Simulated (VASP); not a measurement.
# Sr (P6_3/mmc) in VASP: further runs

Runs on Sr. Level: LDA. Tasks: single point, relaxation of cell and atoms.

Everything below comes from runs of VASP 6.6.1. Logs are shortened: lines on timing, memory, paths and dates and some standing lists are left out, and cuts for length are marked.

## 1. The cell of the first run

It takes space group P6_3/mmc (No. 194, hexagonal). Conventional cell: a = 4.102 Å, b = 4.102 Å, c = 6.715 Å, α = 90.00°, β = 90.00°, γ = 120.00°. Within 5.4 Å of Sr (site symmetry -6m2) lie 12 Sr at 4.10 to 4.11 Å.

## 2. Single point, LDA

INCAR

```
SYSTEM = Sr
PREC = Accurate
ENCUT = 520
EDIFF = 1E-6
ISMEAR = 0
SIGMA = 0.1
LREAL = .FALSE.
LASPH = .TRUE.
NELM = 80
ALGO = Normal
ISIF = 2
LWAVE = .FALSE.
LCHARG = .FALSE.
NBANDS = 17
```

KPOINTS

```
regular mesh
0
G
  12 12 6
  0 0 0
```

POSCAR

```
Sr
1.0
    4.1024545175      0.0000000000      0.0000000000
   -2.0512272588      3.5528298300      0.0000000000
    0.0000000000      0.0000000000      6.7154259278
Sr
2
Direct
    0.3333333333      0.6666666667      0.2500000000
    0.6666666667      0.3333333333      0.7500000000
```

Potentials or basis: VASP PAW LDA potentials, release 64 (Sr_sv).

Run with:

```
$ cat potpaw_LDA.64/Sr_sv/POTCAR > POTCAR
$ mpirun -np 1 vasp_std > vasp.out
```

OUTCAR:

```text
SYSTEM = Sr
   PREC = Accurate
   ENCUT = 520
   EDIFF = 1E-6
   ISMEAR = 0
   LREAL = .FALSE.
   LASPH = .TRUE.
   NELM = 80
   ISIF = 2

 ion  position               nearest neighbor table
   1  0.333  0.667  0.250-   2 4.11   2 4.11   2 4.11   2 4.11   2 4.11   2 4.11
   2  0.667  0.333  0.750-   1 4.11   1 4.11   1 4.11   1 4.11   1 4.11   1 4.11

  LATTYP: Found a hexagonal cell.
 ALAT       =     4.1024545175
 C/A-ratio  =     1.6369287945

  Lattice vectors:

 A1 = (   4.1024545175,   0.0000000000,   0.0000000000)
 A2 = (  -2.0512272588,   3.5528298300,   0.0000000000)
 A3 = (   0.0000000000,   0.0000000000,   6.7154259278)

Analysis of symmetry for initial positions (statically):
=====================================================================
 Subroutine PRICEL returns:
 Original cell was already a primitive cell.

 Routine SETGRP: Setting up the symmetry group for a
 hexagonal supercell.

 Subroutine GETGRP returns: Found 24 space group operations
 (whereof 12 operations were pure point group operations)
 out of a pool of 24 trial point group operations.

The static configuration has the point symmetry D_3d.
 The point group associated with its full space group is D_6h.

Analysis of symmetry for dynamics (positions and initial velocities):
=====================================================================
 Subroutine PRICEL returns:
 Original cell was already a primitive cell.

 Routine SETGRP: Setting up the symmetry group for a
 hexagonal supercell.

 Subroutine GETGRP returns: Found 24 space group operations
 (whereof 12 operations were pure point group operations)
 out of a pool of 24 trial point group operations.

The dynamic configuration has the point symmetry D_3d.
 The point group associated with its full space group is D_6h.

 Subroutine INISYM returns: Found 24 space group operations
 (whereof 12 operations are pure point group operations),
 and found     1 'primitive' translations

----------------------------------------------------------------------------------------

                                     Primitive cell

  volume of cell :      97.8795

  direct lattice vectors                    reciprocal lattice vectors
     4.102454518  0.000000000  0.000000000     0.243756511  0.140732887  0.000000000
    -2.051227259  3.552829830  0.000000000     0.000000000  0.281465775  0.000000000
     0.000000000  0.000000000  6.715425928     0.000000000  0.000000000  0.148910882

  length of vectors
     4.102454518  4.102454518  6.715425928     0.281465775  0.281465775  0.148910882

  position of ions in fractional coordinates (direct lattice)
     0.333333333  0.666666667  0.250000000
     0.666666667  0.333333333  0.750000000

  ion indices of the primitive-cell ions
   primitive index   ion index
                 1           1
                 2           2

----------------------------------------------------------------------------------------

 KPOINTS: regular mesh

Automatic generation of k-mesh.
 Grid dimensions read from file:
 generate k-points for:   12   12    6

 Generating k-lattice:

  Cartesian coordinates                     Fractional coordinates (reciprocal lattice)
     0.020313043  0.011727741  0.000000000     0.083333333  0.000000000  0.000000000
     0.000000000  0.023455481  0.000000000     0.000000000  0.083333333  0.000000000
     0.000000000  0.000000000  0.024818480     0.000000000  0.000000000  0.166666667

  Length of vectors
     0.023455481  0.023455481  0.024818480

  Shift w.r.t. Gamma in fractional coordinates (k-lattice)
     0.000000000  0.000000000  0.000000000

 Subroutine IBZKPT returns following result:
 ===========================================

 Found     76 irreducible k-points:

 Following reciprocal coordinates:
            Coordinates               Weight
  0.000000  0.000000  0.000000      1.000000
  0.083333 -0.000000  0.000000      6.000000
  0.166667 -0.000000  0.000000      6.000000
  0.250000  0.000000  0.000000      6.000000
  0.333333 -0.000000  0.000000      6.000000
  0.416667 -0.000000  0.000000      6.000000
[... 16 lines left out ...]
  0.250000  0.000000  0.166667     12.000000
  0.333333 -0.000000  0.166667     12.000000
 [... further k-points ...]
   k-points           NKPTS =     76   k-points in BZ     NKDIM =     76   number of bands    NBANDS=     17
   number of dos      NEDOS =    301   number of ions     NIONS =      2
   total plane-waves  NPLWV =  51200
   dimension x,y,z NGX =    32 NGY =   32 NGZ =   50
   dimension x,y,z NGXF=    64 NGYF=   64 NGZF=  100
   ions per type =               2
   NGX,Y,Z   is equivalent  to a cutoff of  12.97, 12.97, 12.38 a.u.
   NGXF,Y,Z  is equivalent  to a cutoff of  25.94, 25.94, 24.76 a.u.
 SYSTEM =  Sr
   PREC   = accura    normal or accurate (medium, high low for compatibility)
   ISTART =      0    job   : 0-new  1-cont  2-samecut
   ICHARG =      2    charge: 1-file 2-atom 10-const
   ISPIN  =      1    spin polarized calculation?
   LNONCOLLINEAR =      F non collinear calculations
   LSORBIT =      F    spin-orbit coupling
   LASPH  =      T    aspherical Exc in radial PAW
   ENCUT  =  520.0 eV  38.22 Ry    6.18 a.u.   7.63  7.63 12.49*2*pi/ulx,y,z
   NELM   =     80;   NELMIN=  2; NELMDL= -5     # of ELM steps
   EDIFF  = 0.1E-05   stopping-criterion for ELM
   LREAL  =      F    real-space projection
   EDIFFG = 0.1E-04   stopping-criterion for IOM
   NSW    =      0    number of steps for IOM
   IBRION =     -1    ionic relax: 0-MD 1-quasi-New 2-CG
   NFREE  =      0    steps in history (QN), initial steepest desc. (CG)
   ISIF   =      2    stress and relaxation
   ISYM   =      2    0-nonsym 1-usesym 2-fastsym
   POTIM  = 0.5000    time-step for ionic-motion
   TEBEG  =    0.0;   TEEND  =   0.0 temperature during run
   PSTRESS=    0.0 pullay stress
   NELECT =      20.0000    total number of electrons
   NUPDOWN=      -1.0000    fix difference up-down
   EMIN   =  10.00;   EMAX   =-10.00  energy-range for DOS
   EFERMI =   0.00;   METHOD = LEGACY
   ISMEAR =     0;   SIGMA  =   0.10  broadening in eV -4-tet -1-fermi 0-gaus
   EFERMI_NEDOS =   21; number of points for ismear=-14 and -15
   IALGO  =     38    algorithm
   IMIX   =      4    mixing-type and parameters
     AMIX     =   0.40;   BMIX     =  1.00
     AMIX_MAG =   1.60;   BMIX_MAG =  1.00
  volume/ion in A,a.u.               =      48.94       330.26
  Fermi-wavevector in a.u.,A,eV,Ry     =   0.964245  1.822160 12.650278  0.929769
  Thomas-Fermi vector in A             =   2.093860
   LORBIT       =      0    0 simple, 1 ext, 2 COOP (PROOUT), +10 PAW based schemes
   GGA     = CA    functional components
   LHFCALC =     F    Hartree Fock is set to
   AEXX    =    0.0000 exact exchange contribution
   IVDW    =     0    specifies the selected vdW correction
   LEPSILON=     F    determine dielectric tensor
   LRPA    =     F    only Hartree local field effects (RPA)
 non-spin polarized calculation
 Gauss-broadening in eV      SIGMA  =   0.10
  energy-cutoff  :      520.00
  volume of cell :       97.88
 maximum number of plane-waves:      2665
 NGX is ok and might be reduce to    32
   NGX = 15   NGY = 15   NGZ = 25

 number of electron      20.0000000 magnetization

 Free energy of the ion-electron system (eV)
  ---------------------------------------------------
  ext. energy  EPLUGINS =         0.00000000
  ---------------------------------------------------
  free energy    TOTEN  =        -3.78643703 eV

  energy without entropy =       -3.77346658  energy(sigma->0) =       -3.77995181

 E-fermi :   1.8398     XC(G=0):  -7.9302

 val. band max:        1.8390484165   @ k =   0.3333   0.0833   0.0000
 cond. band min:       1.8422687993   @ k =   0.3333   0.1667   0.0000
 fundamental gap:      0.0032203828
 Fermi energy:         1.8398361725

 k-point     1 :       0.0000    0.0000    0.0000
  band No.  band energies     occupation
      1     -34.3970      2.00000
      2     -34.3723      2.00000
      3     -16.6545      2.00000
      4     -16.3926      2.00000
      5     -16.3926      2.00000
      6     -16.3526      2.00000
[... 9 lines left out ...]
     16       4.6176      0.00000
     17       5.1936      0.00000

 k-point     2 :       0.0833   -0.0000    0.0000
  band No.  band energies     occupation
      1     -34.3955      2.00000
      2     -34.3715      2.00000
      3     -16.6478      2.00000
      4     -16.4084      2.00000
      5     -16.3975      2.00000
      6     -16.3688      2.00000
[... 9 lines left out ...]
     16       4.7248      0.00000
     17       5.0020      0.00000

 k-point     3 :       0.1667   -0.0000    0.0000
  band No.  band energies     occupation
      1     -34.3914      2.00000
      2     -34.3696      2.00000
      3     -16.6284      2.00000
      4     -16.4515      2.00000
      5     -16.4128      2.00000
      6     -16.4107      2.00000
[... 9 lines left out ...]
     16       4.6811      0.00000
     17       4.7883      0.00000

 k-point     4 :       0.2500    0.0000    0.0000
  band No.  band energies     occupation
      1     -34.3855      2.00000
      2     -34.3671      2.00000
      3     -16.5995      2.00000
      4     -16.5107      2.00000
      5     -16.4709      2.00000
      6     -16.4281      2.00000
[... 9 lines left out ...]
     16       5.0632      0.00000
     17       5.0914      0.00000

 k-point     5 :       0.3333   -0.0000    0.0000
  band No.  band energies     occupation
      1     -34.3792      2.00000
      2     -34.3650      2.00000
      3     -16.5699      2.00000
      4     -16.5657      2.00000
      5     -16.5269      2.00000
      6     -16.4449      2.00000
[... 9 lines left out ...]
     16       5.5520      0.00000
     17       5.7650      0.00000

 k-point     6 :       0.4167   -0.0000    0.0000
  band No.  band energies     occupation
      1     -34.3741      2.00000
      2     -34.3640      2.00000
      3     -16.6132      2.00000
      4     -16.5669      2.00000
      5     -16.5344      2.00000
      6     -16.4570      2.00000
[... 9 lines left out ...]
     16       6.1205      0.00000
     17       6.5654      0.00000

 k-point     7 :       0.5000    0.0000    0.0000
  band No.  band energies     occupation
      1     -34.3719      2.00000
      2     -34.3638      2.00000
      3     -16.6290      2.00000
      4     -16.5814      2.00000
      5     -16.5198      2.00000
      6     -16.4614      2.00000
[... 9 lines left out ...]
     16       6.5643      0.00000
     17       7.0671      0.00000

 k-point     8 :       0.0833    0.0833    0.0000
  band No.  band energies     occupation
      1     -34.3927      2.00000
      2     -34.3702      2.00000
      3     -16.6347      2.00000
      4     -16.4350      2.00000
      5     -16.4150      2.00000
      6     -16.3913      2.00000
[... 9 lines left out ...]
     16       4.6528      0.00000
     17       4.9352      0.00000
[... 203 lines left out ...]
      1     -34.3658      2.00000
      2     -34.3658      2.00000
      3     -16.5783      2.00000
      4     -16.5367      2.00000
      5     -16.5367      2.00000
      6     -16.4889      2.00000
[... 9 lines left out ...]
     16       5.8475      0.00000
     17       5.8480      0.00000

 k-point    20 :       0.0000    0.0000    0.1667
  band No.  band energies     occupation
      1     -34.3954      2.00000
      2     -34.3740      2.00000
      3     -16.6351      2.00000
      4     -16.3899      2.00000
      5     -16.3899      2.00000
      6     -16.3737      2.00000
[... 9 lines left out ...]
     16       4.5206      0.00000
     17       5.3786      0.00000

 k-point    21 :       0.0833   -0.0000    0.1667
  band No.  band energies     occupation
      1     -34.3939      2.00000
      2     -34.3732      2.00000
      3     -16.6294      2.00000
      4     -16.4052      2.00000
      5     -16.3947      2.00000
      6     -16.3851      2.00000
[... 9 lines left out ...]
     16       4.6090      0.00000
     17       5.2659      0.00000

 k-point    22 :       0.1667   -0.0000    0.1667
  band No.  band energies     occupation
      1     -34.3899      2.00000
      2     -34.3710      2.00000
      3     -16.6139      2.00000
      4     -16.4468      2.00000
      5     -16.4253      2.00000
      6     -16.4075      2.00000
[... 9 lines left out ...]
     16       4.7971      0.00000
     17       5.1046      0.00000

 k-point    23 :       0.2500    0.0000    0.1667
  band No.  band energies     occupation
      1     -34.3843      2.00000
      2     -34.3683      2.00000
      3     -16.5946      2.00000
      4     -16.5008      2.00000
      5     -16.4804      2.00000
      6     -16.4243      2.00000
[... 9 lines left out ...]
     16       5.1001      0.00000
     17       5.2156      0.00000

 k-point    24 :       0.3333   -0.0000    0.1667
  band No.  band energies     occupation
      1     -34.3783      2.00000
      2     -34.3659      2.00000
      3     -16.5957      2.00000
      4     -16.5450      2.00000
      5     -16.5197      2.00000
      6     -16.4408      2.00000
[... 9 lines left out ...]
     16       5.5692      0.00000
     17       5.6738      0.00000

 [... further k-points ...]

------------------------ aborting loop because EDIFF is reached ----------------------------------------

  FORCE on cell =-STRESS in cart. coord.  units (eV):
  Direction    XX          YY          ZZ          XY          YZ          ZX
  --------------------------------------------------------------------------------------
  -------------------------------------------------------------------------------------
  Total       -0.0270070     -0.0270070     -0.0145987      0.0000000      0.0000000      0.0000000
  in kB       -0.4420736     -0.4420736     -0.2389636      0.0000000      0.0000000      0.0000000
  external PRESSURE =      -0.3743703 kB  Pullay stress =       0.0000000 kB

 VOLUME and BASIS-vectors are now :
 -----------------------------------------------------------------------------
  energy-cutoff  :      520.00
  volume of cell :       97.88
      direct lattice vectors                 reciprocal lattice vectors
     4.102454518  0.000000000  0.000000000     0.243756511  0.140732887  0.000000000
    -2.051227259  3.552829830  0.000000000     0.000000000  0.281465775  0.000000000
     0.000000000  0.000000000  6.715425928     0.000000000  0.000000000  0.148910882

 POSITION                                       TOTAL-FORCE (eV/Angst)
 -----------------------------------------------------------------------------------
     -0.00000      2.36855      1.67886        -0.000000      0.000000      0.000000
      2.05123      1.18428      5.03657         0.000000     -0.000000      0.000000
 -----------------------------------------------------------------------------------
    total drift:                                0.000000     -0.000000      0.000000

  FREE ENERGIE OF THE ION-ELECTRON SYSTEM (eV)
  ---------------------------------------------------
  free  energy   TOTEN  =        -3.7864370340 eV

  energy  without entropy=       -3.7734665766  energy(sigma->0) =       -3.77995181
```

Run time: 40 s. Hardware: 1 thread of AMD EPYC 9R45 (Zen 5), shared host; peak memory 0.21 GiB.

What came out:

```yaml
Free_energy: -3.7864 eV
Pressure: 0.0 GPa
Band_gap_on_the_k_mesh: zero (band 10 reaches 1.97 eV, above the bottom of band 11 at 1.79 eV)
```

Levels at points of the mesh, in eV from the Fermi level:
```
           k point  band 7  band 8  band 9  band 10  band 11  band 12  band 13  band 14
(0.00, 0.00, 0.00)  -18.19  -18.19   -3.84    -1.26     0.28     2.31     2.33     2.33
(0.50, 0.00, 0.00)  -18.26  -18.23   -1.16    -0.51    -0.05     0.21     1.41     2.03
(0.00, 0.00, 0.50)  -18.21  -18.21   -2.80    -2.80     1.27     1.27     2.32     2.32
(0.50, 0.00, 0.50)  -18.27  -18.27   -0.93    -0.93     0.39     0.39     1.35     1.35
```

## 3. Relaxation of cell and atoms, LDA

This run uses another cell than the first one, of 56.71 Å³/atom, 1.159 times its volume.

INCAR

```
PREC = Accurate
ENCUT = 600
EDIFF = 1E-6
ISMEAR = 0
SIGMA = 0.1
LREAL = F
LASPH = T
NELM = 60
ALGO = Fast
ISIF = 3
LWAVE = F
LCHARG = F
GGA = CA
IBRION = 2
NSW = 100
EDIFFG = -0.005
```

KPOINTS

```
Automatic mesh
0
Gamma
  12 12 6
```

POSCAR

```
Sr
1.0
    4.3100002207      0.0000000000      0.0000000000
   -2.1550001104      3.7325696814      0.0000000000
    0.0000000000      0.0000000000      7.0500000000
Sr
2
Direct
    0.3333333333      0.6666666667      0.2500000000
    0.6666666667      0.3333333333      0.7500000000
```

Potentials or basis: VASP PAW LDA potentials, release 64 (Sr_sv).

Run with:

```
$ cat potpaw_LDA.64/Sr_sv/POTCAR > POTCAR
$ mpirun -np 1 vasp_std > vasp.out
```

Wall time 9.9 min (1 thread of AMD EPYC 9R45 (Zen 5), shared host); peak memory 0.26 GiB.

Results (log left out):

| Property | Result |
| --- | --- |
| Free energy | -3.7869 eV |
| Relaxed volume | 48.78 Å³/atom |
| Relaxed cell | a = 4.098 Å, b = 4.098 Å, c = 6.709 Å, α = 90.00°, β = 90.00°, γ = 120.00° |
| Space group after relaxing (to 0.05 Å) | P6_3/mmc (No. 194) |
| Energy gained by relaxing | 42.3 meV/atom |
| Ionic steps | 10 |
| Pressure after relaxing | 0.0 GPa |
| Band gap on the k mesh | zero (band 10 reaches 1.98 eV, above the bottom of band 11 at 1.80 eV) |

Step by step:
| step | energy change (eV) | largest force (eV/Å) | pressure (GPa) | volume (Å³) |
| --- | --- | --- | --- | --- |
| 1 | 0.0000 | 0.0000 | -1.55 | 113.42 |
| 2 | -0.0659 | 0.0000 | -0.82 | 104.65 |
| 3 | -0.0843 | 0.0000 | -0.11 | 98.45 |
| 4 | -0.0846 | 0.0000 | 0.02 | 97.59 |
| 5 | -0.0846 | 0.0000 | -0.05 | 97.89 |
| 6 | -0.0846 | 0.0000 | -0.04 | 97.89 |
| 7 | -0.0846 | 0.0000 | -0.03 | 97.86 |
| 8 | -0.0846 | 0.0000 | -0.03 | 97.87 |
| 9 | -0.0846 | 0.0000 | -0.07 | 97.79 |
| 10 | -0.0846 | 0.0000 | 0.00 | 97.56 |

Final structure:
```
Sr
1.0
     4.09764    0.00000    0.00000
    -2.04882    3.54866    0.00000
     0.00000    0.00000    6.70901
Sr
2
Direct
  0.33333 0.66667 0.25000
  0.66667 0.33333 0.75000
```

Levels at points of the mesh, in eV from the Fermi level:
```tsv
k point	band 6	band 7	band 8	band 9	band 10	band 11	band 12	band 13	band 14
(0.00, 0.00, 0.00)	-18.18	-18.18	-18.18	-3.85	-1.26	0.29	2.31	2.33	2.33
(0.50, 0.00, 0.00)	-18.29	-18.26	-18.23	-1.16	-0.51	-0.05	0.21	1.42	2.03
(0.00, 0.00, 0.50)	-18.20	-18.20	-18.20	-2.80	-2.80	1.27	1.27	2.32	2.32
(0.50, 0.00, 0.50)	-18.26	-18.26	-18.26	-0.93	-0.93	0.39	0.39	1.35	1.35
```

Caveat: the volume moved by -14 % from the deposited cell, more than functionals usually miss. LDA usually gives volumes a few per cent too small.
